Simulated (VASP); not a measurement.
# AsSe4 (Im-3m) in VASP: a series of runs, part 3 of 3

VASP 6.6.1. The steps go on from the part before.

## Step 5: Relaxation of cell and atoms, PBE

This run uses another cell than the first one, of 24.62 Å³/atom.

The input, INCAR:

```
SYSTEM = AsSe4
  PREC = Accurate
  ENCUT = 600
  EDIFF = 1E-7
  ISMEAR = 0
  SIGMA = 0.1
  LREAL = .FALSE.
  LASPH = .TRUE.
  NELM = 60
  ALGO = Normal
  ISIF = 3
  LWAVE = .FALSE.
  LCHARG = .FALSE.
  GGA = PE
  IBRION = 2
  NSW = 100
  EDIFFG = -0.01
```

The input, KPOINTS:

```
Automatic mesh
0
G
  8 8 8
  0 0 0
```

The input, POSCAR:

```
AsSe4
1.0
   -3.1338205549      3.1338205549      3.1338205549
    3.1338205549     -3.1338205549      3.1338205549
    3.1338205549      3.1338205549     -3.1338205549
As Se
1 4
Direct
    0.0000000000      0.0000000000      0.0000000000
    0.5000000000      0.5000000000      0.5000000000
    0.5000000000      0.0000000000      0.0000000000
    0.0000000000      0.0000000000      0.5000000000
    0.0000000000      0.5000000000      0.0000000000
```

Potentials or basis: VASP PAW PBE potentials, release 64 (As, Se).

Run with:

```sh
$ cat potpaw_PBE.64/As/POTCAR potpaw_PBE.64/Se/POTCAR > POTCAR
$ mpirun -np 1 vasp_std > vasp.out
```

OUTCAR:

```text
SYSTEM = AsSe4
   PREC = Accurate
   ENCUT = 600
   EDIFF = 1E-7
   ISMEAR = 0
   LREAL = .FALSE.
   LASPH = .TRUE.
   NELM = 60
   ISIF = 3
   GGA = PE
   IBRION = 2
   NSW = 100
   EDIFFG = -0.01

 ion  position               nearest neighbor table
   1  0.000  0.000  0.000-   2 2.71   3 2.71   4 2.71   5 2.71   4 2.71   5 2.71   3 2.71   2 2.71

   2  0.500  0.500  0.500-   1 2.71   1 2.71
   3  0.500  0.000  0.000-   1 2.71   1 2.71
   4  0.000  0.000  0.500-   1 2.71   1 2.71
   5  0.000  0.500  0.000-   1 2.71   1 2.71

  LATTYP: Found a body centered cubic cell.
 ALAT       =     6.2676411098

  Lattice vectors:

 A1 = (  -3.1338205549,   3.1338205549,   3.1338205549)
 A2 = (   3.1338205549,  -3.1338205549,   3.1338205549)
 A3 = (   3.1338205549,   3.1338205549,  -3.1338205549)

Analysis of symmetry for initial positions (statically):
=====================================================================
 Subroutine PRICEL returns:
 Original cell was already a primitive cell.

 Routine SETGRP: Setting up the symmetry group for a
 body centered cubic supercell.

 Subroutine GETGRP returns: Found 48 space group operations
 (whereof 48 operations were pure point group operations)
 out of a pool of 48 trial point group operations.

The static configuration has the point symmetry O_h .

Analysis of symmetry for dynamics (positions and initial velocities):
=====================================================================
 Subroutine PRICEL returns:
 Original cell was already a primitive cell.

 Routine SETGRP: Setting up the symmetry group for a
 body centered cubic supercell.

 Subroutine GETGRP returns: Found 48 space group operations
 (whereof 48 operations were pure point group operations)
 out of a pool of 48 trial point group operations.

[... 126 lines left out ...]
     AMIX_MAG =   1.60;   BMIX_MAG =  1.00
  volume/ion in A,a.u.               =      24.62       166.15
  Fermi-wavevector in a.u.,A,eV,Ry     =   1.011067  1.910640 13.908651  1.022257
  Thomas-Fermi vector in A             =   2.144094
   LORBIT       =      0    0 simple, 1 ext, 2 COOP (PROOUT), +10 PAW based schemes
   GGA     = PE    functional components
   LHFCALC =     F    Hartree Fock is set to
   AEXX    =    0.0000 exact exchange contribution
   IVDW    =     0    specifies the selected vdW correction
   LEPSILON=     F    determine dielectric tensor
   LRPA    =     F    only Hartree local field effects (RPA)
 conjugate gradient relaxation of ions
 non-spin polarized calculation
 Gauss-broadening in eV      SIGMA  =   0.10
  energy-cutoff  :      600.00
  volume of cell :      123.11
 maximum number of plane-waves:      4141
 NGX is ok and might be reduce to    48
   NGX = 21   NGY = 21   NGZ = 21

 number of electron      28.9999998 magnetization

 Free energy of the ion-electron system (eV)
  ---------------------------------------------------
  ext. energy  EPLUGINS =         0.00000000
  ---------------------------------------------------
  free energy    TOTEN  =       -16.29215702 eV

  energy without entropy =      -16.27698119  energy(sigma->0) =      -16.28456910

 E-fermi :   3.5165     XC(G=0):  -9.4074

 val. band max:        3.5074358966   @ k =   0.3750   0.0000   0.0000
 cond. band min:       3.5526352754   @ k =   0.5000   0.5000   0.2500
 fundamental gap:      0.0451993788
 Fermi energy:         3.5164915002

 k-point     1 :       0.0000    0.0000    0.0000
  band No.  band energies     occupation
      1     -11.8314      2.00000
      2      -8.5764      2.00000
      3      -8.5764      2.00000
      4      -8.5764      2.00000
      5      -5.5340      2.00000
      6      -2.7958      2.00000
[... 481 lines left out ...]
      5      -7.4719      2.00000
      6      -1.1912      2.00000
[... 10 lines left out ...]
     17       4.6608      0.00000
     18       5.0206      0.00000

 [... further k-points ...]

------------------------ aborting loop because EDIFF is reached ----------------------------------------

  FORCE on cell =-STRESS in cart. coord.  units (eV):
  Direction    XX          YY          ZZ          XY          YZ          ZX
  --------------------------------------------------------------------------------------
  -------------------------------------------------------------------------------------
  Total        0.0223540      0.0223540      0.0223540      0.0000000      0.0000000     -0.0000000
  in kB        0.2909266      0.2909266      0.2909266      0.0000000      0.0000000     -0.0000000
  external PRESSURE =       0.2909266 kB  Pullay stress =       0.0000000 kB

 VOLUME and BASIS-vectors are now :
 -----------------------------------------------------------------------------
  energy-cutoff  :      600.00
  volume of cell :      123.11
      direct lattice vectors                 reciprocal lattice vectors
    -3.133820555  3.133820555  3.133820555     0.000000000  0.159549659  0.159549659
     3.133820555 -3.133820555  3.133820555     0.159549659  0.000000000  0.159549659
     3.133820555  3.133820555 -3.133820555     0.159549659  0.159549659  0.000000000

 POSITION                                       TOTAL-FORCE (eV/Angst)
 -----------------------------------------------------------------------------------
      0.00000      0.00000      0.00000        -0.000000     -0.000000      0.000000
      1.56691      1.56691      1.56691        -0.000000      0.000000     -0.000000
     -1.56691      1.56691      1.56691        -0.000000     -0.000000      0.000000
      1.56691      1.56691     -1.56691        -0.000000     -0.000000     -0.000000
      1.56691     -1.56691      1.56691         0.000000      0.000000     -0.000000
 -----------------------------------------------------------------------------------
    total drift:                                0.000000      0.000000     -0.000000

  FREE ENERGIE OF THE ION-ELECTRON SYSTEM (eV)
  ---------------------------------------------------
  free  energy   TOTEN  =       -16.2921570211 eV

  energy  without entropy=      -16.2769811855  energy(sigma->0) =      -16.28456910

 reached required accuracy - stopping structural energy minimisation
```

OSZICAR:

```text
N       E                     dE             d eps       ncg     rms          rms(c)
DAV:   1     0.163275806441E+03    0.16328E+03   -0.13051E+04  1044   0.151E+03
DAV:   2    -0.409196993445E+01   -0.16737E+03   -0.16499E+03  1460   0.222E+02
DAV:   3    -0.159838625095E+02   -0.11892E+02   -0.11515E+02  1222   0.635E+01
DAV:   4    -0.163174330774E+02   -0.33357E+00   -0.32432E+00  1400   0.960E+00
DAV:   5    -0.163222623613E+02   -0.48293E-02   -0.47461E-02  1300   0.113E+00    0.629E+00
DAV:   6    -0.162847144724E+02    0.37548E-01   -0.16790E-01  1322   0.176E+00    0.387E+00
DAV:   7    -0.162905434770E+02   -0.58290E-02   -0.24919E-02  1172   0.911E-01    0.102E+00
DAV:   8    -0.162919374252E+02   -0.13939E-02   -0.16596E-03  1246   0.257E-01    0.886E-02
DAV:   9    -0.162921228824E+02   -0.18546E-03   -0.17346E-04  1204   0.869E-02    0.435E-02
DAV:  10    -0.162921528430E+02   -0.29961E-04   -0.48427E-05  1218   0.412E-02    0.709E-03
DAV:  11    -0.162921563995E+02   -0.35565E-05   -0.71362E-06  1250   0.141E-02    0.264E-03
DAV:  12    -0.162921567323E+02   -0.33272E-06   -0.10120E-06  1230   0.595E-03    0.121E-03
DAV:  13    -0.162921569779E+02   -0.24559E-06   -0.18155E-07   730   0.230E-03    0.385E-04
DAV:  14    -0.162921570211E+02   -0.43234E-07   -0.35054E-08   614   0.119E-03
   1 F= -.16292157E+02 E0= -.16284569E+02  d E =-.162922E+02
```

Run time: 51 s. Hardware: 1 thread of AMD EPYC 9R45 (Zen 5), shared host; peak memory 0.31 GiB.

Results:

```
Free energy             : -16.2922 eV
Pressure after relaxing : 0.0 GPa
Band gap on the k mesh  : zero (an odd number of electrons rules out a gap without spin polarisation)
```

Final structure:
```yaml
crystal:
  lattice:
    - [-3.13382, 3.13382, 3.13382]
    - [3.13382, -3.13382, 3.13382]
    - [3.13382, 3.13382, -3.13382]
  atoms:
    - { symbol: As, position: [0.00000, 0.00000, 0.00000] }
    - { symbol: Se, position: [0.50000, 0.50000, 0.50000] }
    - { symbol: Se, position: [0.50000, 0.00000, 0.00000] }
    - { symbol: Se, position: [0.00000, 0.00000, 0.50000] }
    - { symbol: Se, position: [0.00000, 0.50000, 0.00000] }
```

Caveat: the relaxation stopped at its first step, so nothing moved.

## Step 6: Relaxation of cell and atoms, PBE

The input, INCAR:

```
ALGO = Normal
EDIFF = 1E-6
EDIFFG = -0.01
ENCUT = 600
GGA = PE
IBRION = 2
ISIF = 3
ISMEAR = 0
LASPH = T
LCHARG = F
LREAL = F
LWAVE = F
NELM = 100
NSW = 100
PREC = Accurate
SIGMA = 0.1
```

The input, KPOINTS:

```
k-points
0
Gamma
  8 8 8
```

POSCAR, as its differences from that of step 5:

```diff
@@ -2,5 +2,5 @@
 1.0
-   -3.1338205549      3.1338205549      3.1338205549
-    3.1338205549     -3.1338205549      3.1338205549
-    3.1338205549      3.1338205549     -3.1338205549
+   -3.2018708700      3.2018708700      3.2018708700
+    3.2018708700     -3.2018708700      3.2018708700
+    3.2018708700      3.2018708700     -3.2018708700
 As Se
```

Potentials or basis: VASP PAW PBE potentials, release 64 (As, Se).

Run with:

```sh
$ cat potpaw_PBE.64/As/POTCAR potpaw_PBE.64/Se/POTCAR > POTCAR
$ mpirun -np 1 vasp_std > vasp.out
```

OUTCAR:

```text
EDIFF = 1E-6
   EDIFFG = -0.01
   ENCUT = 600
   GGA = PE
   IBRION = 2
   ISIF = 3
   ISMEAR = 0
   LASPH = T
   LREAL = F
   NELM = 100
   NSW = 100
   PREC = Accurate

 ion  position               nearest neighbor table
   1  0.000  0.000  0.000-   2 2.77   3 2.77   4 2.77   5 2.77   4 2.77   5 2.77   3 2.77   2 2.77

   2  0.500  0.500  0.500-   1 2.77   1 2.77
   3  0.500  0.000  0.000-   1 2.77   1 2.77
   4  0.000  0.000  0.500-   1 2.77   1 2.77
   5  0.000  0.500  0.000-   1 2.77   1 2.77

  LATTYP: Found a body centered cubic cell.
 ALAT       =     6.4037417400

  Lattice vectors:

 A1 = (  -3.2018708700,   3.2018708700,   3.2018708700)
 A2 = (   3.2018708700,  -3.2018708700,   3.2018708700)
 A3 = (   3.2018708700,   3.2018708700,  -3.2018708700)

Analysis of symmetry for initial positions (statically):
[... 267 lines left out ...]
  energy without entropy =      -16.27728719  energy(sigma->0) =      -16.28487949

 E-fermi :   3.5125     XC(G=0):  -9.4058

 val. band max:        3.5034835583   @ k =   0.3750   0.0000   0.0000
 cond. band min:       3.5488017875   @ k =   0.5000   0.5000   0.2500
 fundamental gap:      0.0453182292
 Fermi energy:         3.5124986883

 k-point     1 :       0.0000    0.0000    0.0000
  band No.  band energies     occupation
      1     -11.8323      2.00000
      2      -8.5796      2.00000
      3      -8.5796      2.00000
      4      -8.5796      2.00000
      5      -5.5379      2.00000
      6      -2.7970      2.00000
[... 481 lines left out ...]
      5      -7.4742      2.00000
      6      -1.1931      2.00000
[... 10 lines left out ...]
     17       4.6565      0.00000
     18       5.0159      0.00000

 [... further k-points ...]

------------------------ aborting loop because EDIFF is reached ----------------------------------------

  FORCE on cell =-STRESS in cart. coord.  units (eV):
  Direction    XX          YY          ZZ          XY          YZ          ZX
  --------------------------------------------------------------------------------------
  -------------------------------------------------------------------------------------
  Total        0.0058873      0.0058873      0.0058873      0.0000000     -0.0000000     -0.0000000
  in kB        0.0765921      0.0765921      0.0765921      0.0000000     -0.0000000     -0.0000000
  external PRESSURE =       0.0765921 kB  Pullay stress =       0.0000000 kB
[... 20 lines left out ...]
  FREE ENERGIE OF THE ION-ELECTRON SYSTEM (eV)
  ---------------------------------------------------
  free  energy   TOTEN  =       -16.2924717941 eV

  energy  without entropy=      -16.2772871923  energy(sigma->0) =      -16.28487949

 reached required accuracy - stopping structural energy minimisation
```

OSZICAR:

```text
N       E                     dE             d eps       ncg     rms          rms(c)
DAV:   1     0.164190433402E+03    0.16419E+03   -0.12905E+04  1044   0.150E+03
DAV:   2    -0.299036619197E+01   -0.16718E+03   -0.16454E+03  1456   0.219E+02
[... 22 lines left out ...]
DAV:   1    -0.162992248079E+02   -0.89336E-02   -0.18869E-01  1044   0.237E+00    0.436E-01
DAV:   2    -0.162942858936E+02    0.49389E-02   -0.79347E-03  1064   0.512E-01    0.192E-01
DAV:   3    -0.162924847319E+02    0.18012E-02   -0.53186E-03  1090   0.359E-01    0.518E-02
DAV:   4    -0.162924680264E+02    0.16705E-04   -0.11146E-04  1244   0.660E-02    0.317E-02
DAV:   5    -0.162924698137E+02   -0.17873E-05   -0.16828E-05  1114   0.239E-02    0.130E-02
DAV:   6    -0.162924714670E+02   -0.16533E-05   -0.14241E-06   612   0.771E-03    0.270E-03
DAV:   7    -0.162924717941E+02   -0.32710E-06   -0.34218E-07   560   0.386E-03
   3 F= -.16292472E+02 E0= -.16284879E+02  d E =-.831284E-01
```

It took 99 s on 1 thread of AMD EPYC 9R45 (Zen 5), shared host; peak memory 0.35 GiB.

What came out:

| Quantity | Value |
| --- | --- |
| Free energy | -16.2925 eV |
| Relaxed volume | 24.63 Å³/atom |
| Relaxed cell | a = 5.429 Å, b = 5.429 Å, c = 5.429 Å, α = 109.47°, β = 109.47°, γ = 109.47° |
| Space group after relaxing (to 0.1 Å) | Im-3m (No. 229) |
| Energy gained by relaxing | 16.6 meV/atom |
| Ionic steps | 3 |
| Pressure after relaxing | 0.0 GPa |
| Band gap on the k mesh | zero (an odd number of electrons rules out a gap without spin polarisation) |

The path:
```
step  energy change (eV)  largest force (eV/Å)  pressure (GPa)  volume (Å³)
   1              0.0000                0.0000           -3.08       131.30
   2             -0.0809                0.0000            0.57       121.93
   3             -0.0831                0.0000            0.01       123.15
```

Final structure:
```
As Se
1.0
    -3.13420    3.13420    3.13420
     3.13420   -3.13420    3.13420
     3.13420    3.13420   -3.13420
As Se
1 4
Direct
  0.00000 0.00000 0.00000
  0.50000 0.50000 0.50000
  0.50000 0.00000 0.00000
  0.00000 0.00000 0.50000
  0.00000 0.50000 0.00000
```

## Step 7: Summary

```tsv
task	cell	k mesh	cutoff (eV)	gap on the mesh (eV)	pressure (GPa)
single point	a = 5.546 Å, angles 109.5°, 5 atoms	4 × 4 × 4	520	none	-2.8
single point	a = 5.428 Å, angles 109.5°, 5 atoms	8 × 8 × 8	520	none	0.0
relaxation of cell and atoms	relaxed from a = 5.428 Å, angles 109.5°, 5 atoms	8 × 8 × 8	600	none	0.0
relaxation of cell and atoms	relaxed from a = 5.546 Å, angles 109.5°, 5 atoms	8 × 8 × 8	600	none	0.0
```

Alike in all rows: level PBE; potentials or basis VASP PAW PBE potentials, release 64 (As, Se); no spin polarisation; smearing gaussian 0.1 eV.

Caveats: the relaxation stopped at its first step, so nothing moved (at least some runs).

Total energies depend on the potentials used, so only differences within one code and one set of settings carry meaning.
